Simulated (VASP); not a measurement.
# Ta3AsAu2O13: single point with RPBE

The system is Ta3AsAu2O13.

```
Ta As Au O
1.0
     5.52846    0.00000    0.00000
    -2.76423    4.78779    0.00000
     0.00000    0.00000    9.63559
Ta As Au O
3 1 2 13
Cartesian
  0.0000 0.0000 1.8674
  0.0000 0.0000 7.7682
  2.7642 1.5959 0.0000
  0.0000 0.0000 4.8178
  0.0000 3.1919 2.6330
  0.0000 3.1919 7.0026
  0.0000 0.0000 0.0000
  -1.3767 4.5846 3.5062
  -0.5177 1.3032 3.5062
  1.8945 3.6878 3.5062
  -1.3767 4.5846 6.1294
  -0.5177 1.3032 6.1294
  1.8945 3.6878 6.1294
  1.2110 1.5690 8.2768
  3.5641 0.2643 8.2768
  3.5175 2.9545 8.2768
  1.2110 1.5690 1.3588
  3.5641 0.2643 1.3588
  3.5175 2.9545 1.3588
```

| Property | Result |
| --- | --- |
| Program | VASP 6.6.1 |
| Task | single point |
| Functional | RPBE |
| Potentials or basis | VASP PAW PBE potentials, release 64 (Ta_pv, As, Au, O) |
| Cutoff | 520 eV |
| k mesh | 4 × 4 × 2 |
| Occupations | fermi-dirac, width 0.05 eV |
| Spin | no spin polarisation |

```json
{"Pressure": "0.5 GPa", "Largest force": "0.103 eV/Å", "Band gap on the k mesh": "zero (band 69 reaches 2.78 eV, above the bottom of band 70 at 2.69 eV)"}
```

Forces on the atoms (eV/Å):
```
Ta   0.000  0.000  0.103
Ta   0.000  0.000 -0.103
Ta   0.000  0.000  0.000
As   0.000  0.000  0.000
Au   0.000  0.000 -0.002
Au   0.000  0.000  0.002
O    0.000  0.000  0.000
O    0.037 -0.005  0.000
O   -0.015  0.034  0.000
O   -0.022 -0.030  0.000
O    0.037 -0.005  0.000
O   -0.015  0.034  0.000
O   -0.022 -0.030  0.000
O   -0.009  0.034 -0.011
O   -0.025 -0.024 -0.011
O    0.033 -0.009 -0.011
O   -0.009  0.034  0.011
O   -0.025 -0.024  0.011
O    0.033 -0.009  0.011
```

Stress tensor (GPa, compression positive):
```
0.33 0.00 0.00
0.00 0.33 0.00
0.00 0.00 0.77
```

Levels at points of the mesh, in eV from the Fermi level:
| k point | band 65 | band 66 | band 67 | band 68 | band 69 | band 70 | band 71 | band 72 | band 73 | band 74 |
| --- | --- | --- | --- | --- | --- | --- | --- | --- | --- | --- |
| (0.00, 0.00, 0.00) | -1.05 | -1.00 | -1.00 | 0.05 | 0.05 | 0.22 | 0.22 | 1.03 | 2.58 | 2.58 |
| (0.50, 0.00, 0.00) | -1.00 | -0.71 | -0.70 | -0.31 | -0.01 | -0.01 | 0.25 | 1.93 | 2.48 | 3.04 |
| (0.00, 0.00, 0.50) | -1.26 | -0.96 | -0.96 | 0.00 | 0.00 | 0.28 | 0.28 | 1.41 | 2.72 | 2.72 |
| (0.50, 0.00, 0.50) | -1.17 | -0.87 | -0.62 | -0.21 | -0.09 | -0.05 | 0.24 | 2.20 | 2.57 | 2.94 |

It took 13 min on 1 thread of Oxide Virtual Turin-like Processor, on a shared host, peak memory 0.39 GiB.

Caveat: the PAW data sets were made with another functional, which shifts forces and pressure a little; spin-orbit coupling is left out, which moves the levels of the heavy elements.
